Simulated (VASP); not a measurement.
# Au (P2_1/m) in VASP: a series of runs

Au is run at these levels: PBEsol; tasks: single point.

Program: VASP 6.6.1. These are calculated values, not measurements. Logs are shortened: lines on timing, memory, paths and dates and some standing lists are left out, and cuts for length are marked.

### Step 1. The cell of the first run

The structure is monoclinic, space group P2_1/m (No. 11). Conventional cell: a = 2.900 Å, b = 4.880 Å, c = 2.900 Å, α = 90.00°, β = 120.00°, γ = 90.00°. Within 3.5 Å of Au (site symmetry m) lie 12 Au at 2.67 to 3.27 Å.

### Step 2. Single point, PBEsol (atom 1 (Au) moved by (-0.450, -0.450) A along x and y)

INCAR reads:

```
SYSTEM = Au
ALGO = Fast ; EDIFF = 1E-6
ENCUT = 520 ; GGA = PS
ISIF = 2 ; ISMEAR = 0
LASPH = .TRUE. ; LCHARG = .FALSE.
LREAL = .FALSE. ; LWAVE = .FALSE.
NBANDS = 18 ; NELM = 60
PREC = Accurate ; SIGMA = 0.15
```

KPOINTS reads:

```
k-points
0
G
  18 18 10
  0 0 0
```

POSCAR reads:

```
Au
1.0
    2.8999984104      0.0000000000      0.0000000000
   -1.4499992052      2.5114722944      0.0000000000
    0.0000000000      0.0000000000      4.8800000000
Au
2
Direct
    0.0885719505      0.4874888987      0.7500000000
    0.6666666667      0.3333333333      0.2500000000
```

Potentials or basis: VASP PAW PBE potentials, release 64 (Au).

Launch:

```sh
cat potpaw_PBE.64/Au/POTCAR > POTCAR
mpirun -np 1 vasp_std > vasp.out
```

OUTCAR:

```text
SYSTEM = Au
   EDIFF = 1E-6
   ENCUT = 520
   GGA = PS
   ISIF = 2
   ISMEAR = 0
   LASPH = .TRUE.
   LREAL = .FALSE.
   NELM = 60
   PREC = Accurate

 ion  position               nearest neighbor table
   1  0.089  0.487  0.750-   2 2.67   2 2.67   2 3.12   2 3.12   2 3.27   2 3.27
   2  0.667  0.333  0.250-   1 2.67   1 2.67   1 3.12   1 3.12   1 3.27   1 3.27

  LATTYP: Found a hexagonal cell.
 ALAT       =     2.8999984104
 C/A-ratio  =     1.6827595431

  Lattice vectors:

 A1 = (   2.8999984104,   0.0000000000,   0.0000000000)
 A2 = (  -1.4499992052,   2.5114722944,   0.0000000000)
 A3 = (   0.0000000000,   0.0000000000,   4.8800000000)

Analysis of symmetry for initial positions (statically):
=====================================================================
 Subroutine PRICEL returns:
 Original cell was already a primitive cell.

 Routine SETGRP: Setting up the symmetry group for a
 hexagonal supercell.

 Subroutine GETGRP returns: Found  4 space group operations
 (whereof  1 operations were pure point group operations)
 out of a pool of 24 trial point group operations.

The static configuration has the point symmetry C_1 .
 The point group associated with its full space group is C_2h.

Analysis of symmetry for dynamics (positions and initial velocities):
=====================================================================
 Subroutine PRICEL returns:
 Original cell was already a primitive cell.

 Routine SETGRP: Setting up the symmetry group for a
 hexagonal supercell.

 Subroutine GETGRP returns: Found  4 space group operations
 (whereof  1 operations were pure point group operations)
 out of a pool of 24 trial point group operations.

The dynamic configuration has the point symmetry C_1 .
 The point group associated with its full space group is C_2h.

 Subroutine INISYM returns: Found  4 space group operations
 (whereof  1 operations are pure point group operations),
 and found     1 'primitive' translations

----------------------------------------------------------------------------------------

                                     Primitive cell

  volume of cell :      35.5423

  direct lattice vectors                    reciprocal lattice vectors
     2.899998410  0.000000000  0.000000000     0.344827775  0.199086409  0.000000000
    -1.449999205  2.511472294  0.000000000     0.000000000  0.398172818  0.000000000
     0.000000000  0.000000000  4.880000000     0.000000000  0.000000000  0.204918033

  length of vectors
[... 82 lines left out ...]
   EDIFF  = 0.1E-05   stopping-criterion for ELM
   LREAL  =      F    real-space projection
   EDIFFG = 0.1E-04   stopping-criterion for IOM
   NSW    =      0    number of steps for IOM
   IBRION =     -1    ionic relax: 0-MD 1-quasi-New 2-CG
   NFREE  =      0    steps in history (QN), initial steepest desc. (CG)
   ISIF   =      2    stress and relaxation
   ISYM   =      2    0-nonsym 1-usesym 2-fastsym
   POTIM  = 0.5000    time-step for ionic-motion
   TEBEG  =    0.0;   TEEND  =   0.0 temperature during run
   PSTRESS=    0.0 pullay stress
   NELECT =      22.0000    total number of electrons
   NUPDOWN=      -1.0000    fix difference up-down
   EMIN   =  10.00;   EMAX   =-10.00  energy-range for DOS
   EFERMI =   0.00;   METHOD = LEGACY
   ISMEAR =     0;   SIGMA  =   0.15  broadening in eV -4-tet -1-fermi 0-gaus
   EFERMI_NEDOS =   21; number of points for ismear=-14 and -15
   IALGO  =     68    algorithm
   IMIX   =      4    mixing-type and parameters
     AMIX     =   0.40;   BMIX     =  1.00
     AMIX_MAG =   1.60;   BMIX_MAG =  1.00
  volume/ion in A,a.u.               =      17.77       119.93
  Fermi-wavevector in a.u.,A,eV,Ry     =   1.395191  2.636529 26.484537  1.946559
  Thomas-Fermi vector in A             =   2.518667
   LORBIT       =      0    0 simple, 1 ext, 2 COOP (PROOUT), +10 PAW based schemes
   GGA     = PS    functional components
   LHFCALC =     F    Hartree Fock is set to
   AEXX    =    0.0000 exact exchange contribution
   IVDW    =     0    specifies the selected vdW correction
   LEPSILON=     F    determine dielectric tensor
   LRPA    =     F    only Hartree local field effects (RPA)
 non-spin polarized calculation
 RMM-DIIS sequential band-by-band and
 Gauss-broadening in eV      SIGMA  =   0.15
  energy-cutoff  :      520.00
  volume of cell :       35.54
 maximum number of plane-waves:       984
 NGX is ok and might be reduce to    24
   NGX = 11   NGY = 11   NGZ = 19

 number of electron      21.9999999 magnetization

 Free energy of the ion-electron system (eV)
  ---------------------------------------------------
  ext. energy  EPLUGINS =         0.00000000
  ---------------------------------------------------
  free energy    TOTEN  =        -7.64969058 eV

  energy without entropy =       -7.64056651  energy(sigma->0) =       -7.64512854

 E-fermi :   8.5604     XC(G=0): -12.6180

 val. band max:        8.5592067864   @ k =   0.3333   0.1667   0.2000
 cond. band min:       8.5621231983   @ k =   0.5000   0.4444   0.3000
 fundamental gap:      0.0029164119
 Fermi energy:         8.5604377407

 k-point     1 :       0.0000    0.0000    0.0000
  band No.  band energies     occupation
      1      -0.8887      2.00000
      2       1.6794      2.00000
      3       3.1786      2.00000
      4       4.2313      2.00000
      5       4.3380      2.00000
      6       4.4473      2.00000
[... 481 lines left out ...]
      5       4.4031      2.00000
      6       5.4225      2.00000
[... 10 lines left out ...]
     17      21.8834      0.00000
     18      23.6030      0.00000

 [... further k-points ...]

------------------------ aborting loop because EDIFF is reached ----------------------------------------

  FORCE on cell =-STRESS in cart. coord.  units (eV):
  Direction    XX          YY          ZZ          XY          YZ          ZX
  --------------------------------------------------------------------------------------
  -------------------------------------------------------------------------------------
  Total       -1.2894831     -1.5913767      1.2955911      0.1099252      0.0000000      0.0000000
  in kB      -58.1273147    -71.7360725     58.4026523      4.9552065      0.0000000      0.0000000
  external PRESSURE =     -23.8202450 kB  Pullay stress =       0.0000000 kB

 VOLUME and BASIS-vectors are now :
 -----------------------------------------------------------------------------
  energy-cutoff  :      520.00
  volume of cell :       35.54
      direct lattice vectors                 reciprocal lattice vectors
     2.899998410  0.000000000  0.000000000     0.344827775  0.199086409  0.000000000
    -1.449999205  2.511472294  0.000000000     0.000000000  0.398172818  0.000000000
     0.000000000  0.000000000  4.880000000     0.000000000  0.000000000  0.204918033

 POSITION                                       TOTAL-FORCE (eV/Angst)
 -----------------------------------------------------------------------------------
     -0.45000      1.22431      3.66000         0.593688      0.196103     -0.000000
      1.45000      0.83716      1.22000        -0.593688     -0.196103      0.000000
 -----------------------------------------------------------------------------------
    total drift:                                0.000001      0.000005      0.000000

  FREE ENERGIE OF THE ION-ELECTRON SYSTEM (eV)
  ---------------------------------------------------
  free  energy   TOTEN  =        -7.6496905780 eV

  energy  without entropy=       -7.6405665120  energy(sigma->0) =       -7.64512854
```

OSZICAR:

```text
N       E                     dE             d eps       ncg     rms          rms(c)
DAV:   1     0.121503906819E+03    0.12150E+03   -0.11664E+04 35448   0.118E+03
DAV:   2    -0.625122510180E+01   -0.12776E+03   -0.12190E+03 37462   0.260E+02
DAV:   3    -0.833290081971E+01   -0.20817E+01   -0.20701E+01 41430   0.335E+01
DAV:   4    -0.834200620033E+01   -0.91054E-02   -0.91044E-02 38628   0.234E+00
DAV:   5    -0.834209138024E+01   -0.85180E-04   -0.85180E-04 38972   0.241E-01    0.125E+01
RMM:   6    -0.769333070838E+01    0.64876E+00   -0.11625E+00 35432   0.799E+00    0.786E+00
RMM:   7    -0.765529874545E+01    0.38032E-01   -0.13112E-01 36467   0.284E+00    0.362E+00
RMM:   8    -0.764984231474E+01    0.54564E-02   -0.16701E-02 36903   0.998E-01    0.571E-01
RMM:   9    -0.764969849416E+01    0.14382E-03   -0.15070E-03 38900   0.291E-01    0.189E-01
RMM:  10    -0.764969731650E+01    0.11777E-05   -0.21286E-04 38917   0.100E-01    0.139E-01
RMM:  11    -0.764969080030E+01    0.65162E-05   -0.39610E-05 38432   0.437E-02    0.184E-02
RMM:  12    -0.764969057797E+01    0.22233E-06   -0.56535E-06 33894   0.161E-02
   1 F= -.76496906E+01 E0= -.76451285E+01  d E =-.912407E-02
```

It took 6 min on 1 thread of Intel Xeon Platinum 8259CL at 2.50GHz (Skylake/Cascade Lake), shared host; peak memory 0.58 GiB.

What came out:

```
Free energy            : -7.6497 eV
Pressure               : -2.4 GPa
Largest force          : 0.625 eV/Å
Band gap on the k mesh : zero (bands 11 and 12 overlap by 5.70 eV)
```

Forces in eV/Å, atoms in the order of the input:
```
Au   0.594  0.196  0.000
Au  -0.594 -0.196  0.000
```

Stress tensor (GPa, compression positive):
```
-5.81  0.50  0.00
 0.50 -7.17  0.00
 0.00  0.00  5.84
```

Caveat: the cell differs from its parent crystal (atom 1 (Au) moved by (-0.450, -0.450) A along x and y); the PAW data sets were made with another functional, which shifts forces and pressure a little; spin-orbit coupling is left out, which moves the levels of the heavy elements.

(Continued in part 2 of 2.)
